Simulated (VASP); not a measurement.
# Y (R-3m) in VASP: single point with PBEsol

Aim: the single point of Y with PBEsol.

Everything below comes from runs of VASP 6.6.1. Logs are shortened: lines on timing, memory, paths and dates and some standing lists are left out, and cuts for length are marked.

## (1) The cell of the first run

The structure is trigonal, space group R-3m (No. 166). The conventional cell has a = 3.425 Å, b = 3.425 Å, c = 9.061 Å, α = 90.00°, β = 90.00°, γ = 120.00°. Within 4.5 Å of Y (site symmetry -3m) lie 12 Y at 3.43 to 3.61 Å.

## (2) Single point, PBEsol

INCAR

```
SYSTEM = Y
ALGO     = Fast           ! electronic algorithm
EDIFF    = 1E-6           ! SCF threshold, eV
ENCUT    = 520            ! plane-wave cutoff, eV
GGA      = PS             ! functional
ISIF     = 2              ! what is computed and relaxed
ISMEAR   = 0              ! smearing method
LASPH    = .True.         ! aspherical terms in the spheres
LCHARG   = .False.        ! write CHGCAR
LREAL    = .False.        ! projectors in reciprocal space
LWAVE    = .False.        ! write WAVECAR
NBANDS   = 12             ! bands
NELM     = 100            ! most SCF steps
PREC     = Accurate       ! precision mode
SIGMA    = 0.15           ! smearing width, eV
```

KPOINTS

```
k-points
0
Gamma
  18 18 18
  0 0 0
```

POSCAR

```
Y
1.0
    0.1291766059      2.5512379657      2.5512379657
    2.5512379657      0.1291766059      2.5512379657
    2.5512379657      2.5512379657      0.1291766059
Y
1
Direct
    0.0000000000      0.0000000000      0.0000000000
```

Potentials or basis: VASP PAW PBE potentials, release 64 (Y_sv).

Started as:

```console
$ cat potpaw_PBE.64/Y_sv/POTCAR > POTCAR
$ mpirun -np 1 vasp_std > vasp.out
```

OUTCAR:

```text
SYSTEM = Y
   EDIFF = 1E-6
   ENCUT = 520
   GGA = PS
   ISIF = 2
   ISMEAR = 0
   LASPH = .True.
   LREAL = .False.
   NELM = 100
   PREC = Accurate

 ion  position               nearest neighbor table
   1  0.000  0.000  0.000-

  LATTYP: Found a trigonal (rhomboedric) cell.
 ALAT       =     3.6103070383
 COS(alpha) =     0.5499279885

  Lattice vectors:

 A1 = (   0.1291766059,   2.5512379657,   2.5512379657)
 A2 = (   2.5512379657,   0.1291766059,   2.5512379657)
 A3 = (   2.5512379657,   2.5512379657,   0.1291766059)

Analysis of symmetry for initial positions (statically):
=====================================================================
 Subroutine PRICEL returns:
 Original cell was already a primitive cell.

 Routine SETGRP: Setting up the symmetry group for a
 trigonal (rhombohedral) supercell.

 Subroutine GETGRP returns: Found 12 space group operations
 (whereof 12 operations were pure point group operations)
 out of a pool of 12 trial point group operations.

The static configuration has the point symmetry D_3d.

Analysis of symmetry for dynamics (positions and initial velocities):
=====================================================================
 Subroutine PRICEL returns:
 Original cell was already a primitive cell.

 Routine SETGRP: Setting up the symmetry group for a
 trigonal (rhombohedral) supercell.

 Subroutine GETGRP returns: Found 12 space group operations
 (whereof 12 operations were pure point group operations)
 out of a pool of 12 trial point group operations.

The dynamic configuration has the point symmetry D_3d.

 Subroutine INISYM returns: Found 12 space group operations
 (whereof 12 operations are pure point group operations),
 and found     1 'primitive' translations

----------------------------------------------------------------------------------------

                                     Primitive cell

  volume of cell :      30.6909

  direct lattice vectors                    reciprocal lattice vectors
     0.129176606  2.551237966  2.551237966    -0.211532906  0.201338550  0.201338550
     2.551237966  0.129176606  2.551237966     0.201338550 -0.211532906  0.201338550
     2.551237966  2.551237966  0.129176606     0.201338550  0.201338550 -0.211532906

  length of vectors
     3.610307038  3.610307038  3.610307038     0.354711987  0.354711987  0.354711987

  position of ions in fractional coordinates (direct lattice)
     0.000000000  0.000000000  0.000000000

  ion indices of the primitive-cell ions
   primitive index   ion index
                 1           1

----------------------------------------------------------------------------------------

 KPOINTS: k-points

Automatic generation of k-mesh.
 Grid dimensions read from file:
 generate k-points for:   18   18   18

 Generating k-lattice:

  Cartesian coordinates                     Fractional coordinates (reciprocal lattice)
    -0.011751828  0.011185475  0.011185475     0.055555556  0.000000000  0.000000000
     0.011185475 -0.011751828  0.011185475     0.000000000  0.055555556  0.000000000
     0.011185475  0.011185475 -0.011751828     0.000000000  0.000000000  0.055555556

  Length of vectors
     0.019706221  0.019706221  0.019706221

  Shift w.r.t. Gamma in fractional coordinates (k-lattice)
     0.000000000  0.000000000  0.000000000

 Subroutine IBZKPT returns following result:
 ===========================================

 Found    580 irreducible k-points:

 Following reciprocal coordinates:
            Coordinates               Weight
  0.000000  0.000000  0.000000      1.000000
  0.055556 -0.000000 -0.000000      6.000000
  0.111111 -0.000000 -0.000000      6.000000
  0.166667  0.000000 -0.000000      6.000000
  0.222222  0.000000  0.000000      6.000000
  0.277778  0.000000 -0.000000      6.000000
[... 16 lines left out ...]
 -0.277778  0.055556 -0.000000     12.000000
 -0.222222  0.055556 -0.000000     12.000000
 [... further k-points ...]
   k-points           NKPTS =    580   k-points in BZ     NKDIM =    580   number of bands    NBANDS=     12
   number of dos      NEDOS =    301   number of ions     NIONS =      1
   total plane-waves  NPLWV =  21952
   dimension x,y,z NGX =    28 NGY =   28 NGZ =   28
   dimension x,y,z NGXF=    56 NGYF=   56 NGZF=   56
   ions per type =               1
   NGX,Y,Z   is equivalent  to a cutoff of  12.89, 12.89, 12.89 a.u.
   NGXF,Y,Z  is equivalent  to a cutoff of  25.79, 25.79, 25.79 a.u.
 SYSTEM =  Y
   PREC   = accura    normal or accurate (medium, high low for compatibility)
   ISTART =      0    job   : 0-new  1-cont  2-samecut
   ICHARG =      2    charge: 1-file 2-atom 10-const
   ISPIN  =      1    spin polarized calculation?
   LNONCOLLINEAR =      F non collinear calculations
   LSORBIT =      F    spin-orbit coupling
   LASPH  =      T    aspherical Exc in radial PAW
   ENCUT  =  520.0 eV  38.22 Ry    6.18 a.u.   6.71  6.71  6.71*2*pi/ulx,y,z
   NELM   =    100;   NELMIN=  2; NELMDL= -5     # of ELM steps
   EDIFF  = 0.1E-05   stopping-criterion for ELM
   LREAL  =      F    real-space projection
   EDIFFG = 0.1E-04   stopping-criterion for IOM
   NSW    =      0    number of steps for IOM
   IBRION =     -1    ionic relax: 0-MD 1-quasi-New 2-CG
   NFREE  =      0    steps in history (QN), initial steepest desc. (CG)
   ISIF   =      2    stress and relaxation
   ISYM   =      2    0-nonsym 1-usesym 2-fastsym
   POTIM  = 0.5000    time-step for ionic-motion
   TEBEG  =    0.0;   TEEND  =   0.0 temperature during run
   PSTRESS=    0.0 pullay stress
   NELECT =      11.0000    total number of electrons
   NUPDOWN=      -1.0000    fix difference up-down
   EMIN   =  10.00;   EMAX   =-10.00  energy-range for DOS
   EFERMI =   0.00;   METHOD = LEGACY
   ISMEAR =     0;   SIGMA  =   0.15  broadening in eV -4-tet -1-fermi 0-gaus
   EFERMI_NEDOS =   21; number of points for ismear=-14 and -15
   IALGO  =     68    algorithm
   IMIX   =      4    mixing-type and parameters
     AMIX     =   0.40;   BMIX     =  1.00
     AMIX_MAG =   1.60;   BMIX_MAG =  1.00
  volume/ion in A,a.u.               =      30.69       207.11
  Fermi-wavevector in a.u.,A,eV,Ry     =   1.162883  2.197530 18.399114  1.352297
  Thomas-Fermi vector in A             =   2.299439
   LORBIT       =      0    0 simple, 1 ext, 2 COOP (PROOUT), +10 PAW based schemes
   GGA     = PS    functional components
   LHFCALC =     F    Hartree Fock is set to
   AEXX    =    0.0000 exact exchange contribution
   IVDW    =     0    specifies the selected vdW correction
   LEPSILON=     F    determine dielectric tensor
   LRPA    =     F    only Hartree local field effects (RPA)
 non-spin polarized calculation
 RMM-DIIS sequential band-by-band and
 Gauss-broadening in eV      SIGMA  =   0.15
  energy-cutoff  :      520.00
  volume of cell :       30.69
 maximum number of plane-waves:       845
   NGX = 13   NGY = 13   NGZ = 13

 number of electron      11.0000000 magnetization

 Free energy of the ion-electron system (eV)
  ---------------------------------------------------
  ext. energy  EPLUGINS =         0.00000000
  ---------------------------------------------------
  free energy    TOTEN  =        -6.78353971 eV

  energy without entropy =       -6.76644906  energy(sigma->0) =       -6.77499438

 E-fermi :   3.2500     XC(G=0):  -9.7974

 val. band max:        3.2453385558   @ k =  -0.2222   0.5000   0.1667
 cond. band min:       3.2523175792   @ k =  -0.1667  -0.2778   0.1111
 fundamental gap:      0.0069790234
 Fermi energy:         3.2500381738

 k-point     1 :       0.0000    0.0000    0.0000
  band No.  band energies     occupation
      1     -39.1962      2.00000
      2     -18.9112      2.00000
      3     -18.8292      2.00000
      4     -18.8292      2.00000
      5      -1.5850      2.00000
      6       4.5063      0.00000
      7       5.3437      0.00000
      8       5.3437      0.00000
      9       7.3376      0.00000
     10       7.3376      0.00000
     11      12.3685      0.00000
     12      15.0258      0.00000

 k-point     2 :       0.0556   -0.0000   -0.0000
  band No.  band energies     occupation
      1     -39.1933      2.00000
      2     -18.9145      2.00000
      3     -18.8525      2.00000
      4     -18.8332      2.00000
      5      -1.4983      2.00000
      6       4.5430      0.00000
      7       5.2413      0.00000
      8       5.4014      0.00000
      9       7.2614      0.00000
     10       7.2834      0.00000
     11      12.5798      0.00000
     12      15.1515      0.00000

 k-point     3 :       0.1111   -0.0000   -0.0000
  band No.  band energies     occupation
      1     -39.1849      2.00000
      2     -18.9395      2.00000
      3     -18.9036      2.00000
      4     -18.8447      2.00000
      5      -1.2459      2.00000
      6       4.6226      0.00000
      7       4.9941      0.00000
      8       5.5608      0.00000
      9       7.0801      0.00000
     10       7.1498      0.00000
     11      13.1153      0.00000
     12      14.8892      0.00000

 k-point     4 :       0.1667    0.0000   -0.0000
  band No.  band energies     occupation
      1     -39.1720      2.00000
      2     -19.0366      2.00000
      3     -18.9211      2.00000
      4     -18.8622      2.00000
      5      -0.8506      2.00000
      6       4.5214      0.00000
      7       4.8716      0.00000
      8       5.7631      0.00000
      9       6.9098      0.00000
     10       7.0310      0.00000
     11      13.4245      0.00000
     12      14.6353      0.00000

 k-point     5 :       0.2222    0.0000    0.0000
  band No.  band energies     occupation
      1     -39.1561      2.00000
      2     -19.1628      2.00000
      3     -18.9327      2.00000
      4     -18.8836      2.00000
      5      -0.3533      2.00000
      6       4.2201      0.00000
      7       4.8996      0.00000
      8       5.8653      0.00000
      9       6.8921      0.00000
     10       7.1037      0.00000
     11      12.9225      0.00000
     12      15.2694      0.00000
[... 228 lines left out ...]
      1     -39.1049      2.00000
      2     -19.5376      2.00000
      3     -18.9736      2.00000
      4     -18.9578      2.00000
      5       1.1741      2.00000
      6       3.9727      0.00000
      7       4.5290      0.00000
      8       5.3491      0.00000
      9       7.9527      0.00000
     10       8.9907      0.00000
     11      11.7438      0.00000
     12      13.2371      0.00000

 k-point    22 :      -0.3333    0.0556    0.0000
  band No.  band energies     occupation
      1     -39.1162      2.00000
      2     -19.4558      2.00000
      3     -18.9635      2.00000
      4     -18.9434      2.00000
      5       0.8837      2.00000
      6       3.8474      0.00000
      7       4.6749      0.00000
      8       5.4770      0.00000
      9       7.4417      0.00000
     10       8.5073      0.00000
     11      11.9515      0.00000
     12      14.2893      0.00000

 k-point    23 :      -0.2778    0.0556   -0.0000
  band No.  band energies     occupation
      1     -39.1311      2.00000
      2     -19.3459      2.00000
      3     -18.9507      2.00000
      4     -18.9249      2.00000
      5       0.4345      2.00000
      6       3.8762      0.00000
      7       4.8496      0.00000
      8       5.6479      0.00000
      9       6.9502      0.00000
     10       7.9583      0.00000
     11      12.3524      0.00000
     12      15.3243      0.00000

 k-point    24 :      -0.2222    0.0556   -0.0000
  band No.  band energies     occupation
      1     -39.1477      2.00000
      2     -19.2198      2.00000
      3     -18.9376      2.00000
      4     -18.9032      2.00000
      5      -0.0963      2.00000
      6       4.0703      0.00000
      7       4.9710      0.00000
      8       5.8013      0.00000
      9       6.6163      0.00000
     10       7.4914      0.00000
     11      12.8992      0.00000
     12      15.5398      0.00000

 [... further k-points ...]
[... 5 lines left out ...]
  --------------------------------------------------------------------------------------
  -------------------------------------------------------------------------------------
  Total        0.0510754      0.0510754      0.0510754     -0.3473386     -0.3473386     -0.3473386
  in kB        2.6663270      2.6663270      2.6663270    -18.1323663    -18.1323663    -18.1323663
  external PRESSURE =       2.6663270 kB  Pullay stress =       0.0000000 kB

 VOLUME and BASIS-vectors are now :
 -----------------------------------------------------------------------------
  energy-cutoff  :      520.00
  volume of cell :       30.69
      direct lattice vectors                 reciprocal lattice vectors
     0.129176606  2.551237966  2.551237966    -0.211532906  0.201338550  0.201338550
     2.551237966  0.129176606  2.551237966     0.201338550 -0.211532906  0.201338550
     2.551237966  2.551237966  0.129176606     0.201338550  0.201338550 -0.211532906

 POSITION                                       TOTAL-FORCE (eV/Angst)
 -----------------------------------------------------------------------------------
      0.00000      0.00000      0.00000         0.000000      0.000000      0.000000
 -----------------------------------------------------------------------------------
    total drift:                               -0.000000     -0.000000     -0.000000

  FREE ENERGIE OF THE ION-ELECTRON SYSTEM (eV)
  ---------------------------------------------------
  free  energy   TOTEN  =        -6.7835397065 eV

  energy  without entropy=       -6.7664490566  energy(sigma->0) =       -6.77499438
```

Run time: 3.8 min. Hardware: 1 thread of Intel Xeon Platinum 8488C (Sapphire Rapids), shared host; peak memory 0.36 GiB.

What came out:

| Property | Result |
| --- | --- |
| Free energy | -6.7835 eV |
| Pressure | 0.3 GPa |

Levels at points of the mesh, in eV from the Fermi level:
```tsv
k point	band 1	band 2	band 3	band 4	band 5	band 6	band 7	band 8	band 9	band 10
(0.00, 0.00, 0.00)	-42.45	-22.16	-22.08	-22.08	-4.84	1.26	2.09	2.09	4.09	4.09
(0.50, 0.00, 0.00)	-42.35	-22.85	-22.22	-22.21	-2.00	1.00	1.15	2.09	5.19	5.97
(0.50, 0.50, 0.00)	-42.33	-22.79	-22.38	-22.32	-1.87	-0.99	2.39	5.47	5.97	6.20
(0.50, 0.50, 0.50)	-42.39	-22.74	-22.14	-22.14	-2.20	0.37	1.84	1.84	5.47	5.47
```

Caveat: the PAW data sets were made with another functional, which shifts forces and pressure a little.
